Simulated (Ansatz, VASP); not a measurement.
## LiPd2N3 in VASP and in Ansatz

File INCAR:

```
SYSTEM = LiPd2N3
  PREC = Accurate
  ENCUT = 520
  EDIFF = 1E-6
  ISMEAR = 0
  SIGMA = 0.1
  LREAL = .FALSE.
  LASPH = .TRUE.
  NELM = 100
  ALGO = Normal
  ISIF = 2
  LWAVE = .FALSE.
  LCHARG = .FALSE.
  GGA = PE
  NBANDS = 28
```

KPOINTS

```
Automatic mesh
0
G
  4 4 4
  0 0 0
```

Contents of POSCAR:

```
LiPd2N3
1.0
    4.0161457100      0.0000000000      0.0000000000
    0.0000000000      4.0161457100      0.0000000000
    0.0000000000      0.0000000000      4.3190317000
Li Pd N
1 2 3
Direct
    0.5000000000      0.5000000000      0.5000000000
    0.0000000000      0.0000000000      0.2467919100
    0.0000000000      0.0000000000      0.7532080900
    0.0000000000      0.5000000000      0.0000000000
    0.5000000000      0.0000000000      0.0000000000
    0.5000000000      0.5000000000      0.0000000000
```

Input for Ansatz:

```yaml
crystal:
  lattice:
    - [4.01614571, 0.0, 0.0]
    - [0.0, 4.01614571, 0.0]
    - [0.0, 0.0, 4.3190317]
  atoms:
    - { symbol: Li, position: [0.5, 0.5, 0.5] }
    - { symbol: Pd, position: [0.0, 0.0, 0.24679191] }
    - { symbol: Pd, position: [0.0, 0.0, 0.75320809] }
    - { symbol: "N", position: [0.0, 0.5, 0.0] }
    - { symbol: "N", position: [0.5, 0.0, 0.0] }
    - { symbol: "N", position: [0.5, 0.5, 0.0] }
basis:
  ecutwfc: 420
kpoints:
  mp_grid: { grid: [4, 4, 4] }
hamiltonian:
  xc: pbe
scf:
  occupations: { method: gaussian, width: 0.1 }
  lower_state_search: "off"
output:
  forces: true
  stress: true
  eigenvalues: true
```

Alike in both runs: task single point; functional PBE; k mesh 4 × 4 × 4; occupations gaussian, width 0.1 eV; no spin polarisation.

|  | VASP | Ansatz |
| --- | --- | --- |
| version | VASP 6.6.1 | Ansatz 0.2.0 |
| potentials or method | VASP PAW PBE potentials, release 64 (Li_sv, Pd, N), cutoff 520 eV | scalar-relativistic, plane waves, PAW |
| valence electrons in the cell | 38 | 54 |

|  | VASP | Ansatz | Ansatz less VASP |
| --- | --- | --- | --- |
| gap on the k mesh at the Fermi level (eV) | none | none | - |
| rms of the force components (eV/Å) | 0.794 | 0.857 | +0.0625 |

Atom by atom the forces differ by 0.063 eV/Å (rms over components). A gap of «none» marks a metal or a gap that the smearing closes. VASP's potentials hold 38 valence electrons a cell and Ansatz's 54, so a difference there can come from the potentials and not from the codes.

The k mesh is coarse, so the values compare programs but aren't converged. Noted on VASP's run: the cutoff is under 1.25 times that of the potentials, so the pressure is a little rough.
